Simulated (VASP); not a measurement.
**Ta: single point with PBEsol**

Ta:

```xyz
1
Lattice="-1.5418 1.5418 2.0790 1.5418 -1.5418 2.0790 1.5418 1.5418 -2.0790" Properties=species:S:1:pos:R:3 pbc="T T T"
Ta    0.0000    0.0000    0.0000
```

```json
{
  "Program": "VASP 6.6.1",
  "Task": "single point",
  "Functional": "PBEsol",
  "Potentials or basis": "VASP PAW PBE potentials, release 64 (Ta_pv)",
  "Cutoff": "520 eV",
  "k mesh": "22 × 22 × 22",
  "Occupations": "gaussian, width 0.15 eV",
  "Spin": "no spin polarisation",
  "Dipole correction": "no",
  "Further INCAR settings": "ALGO = Fast; EDIFF = 1e-06; NBANDS = 12"
}
```

```
Pressure               : -14.6 GPa
Band gap on the k mesh : zero (an odd number of electrons rules out a gap without spin polarisation)
```

Stress tensor (GPa, compression positive):
```
-12.62   0.00   0.00
  0.00 -12.62   0.00
  0.00   0.00 -18.42
```

Levels at points of the mesh, in eV from the Fermi level:
```csv
k point,band 3,band 4,band 5,band 6,band 7,band 8
"(0.00, 0.00, 0.00)",-33.74,-7.89,0.30,0.30,0.87,2.85
"(0.50, 0.00, 0.00)",-33.83,-4.39,-0.05,0.58,0.59,5.23
"(0.50, 0.50, 0.00)",-33.99,-4.13,-3.02,2.39,5.36,5.77
"(0.50, 0.50, 0.50)",-34.10,-4.04,-3.14,3.22,5.39,6.08
```

It took 55 s on 1 thread of Intel(R) Xeon(R) 6975P-C (Granite Rapids), with other jobs on the host, peak memory 0.29 GiB.

Caveat: the cell stands under tension; the PAW data sets were made with another functional, which shifts forces and pressure a little; spin-orbit coupling is left out, which moves the levels of the heavy elements.
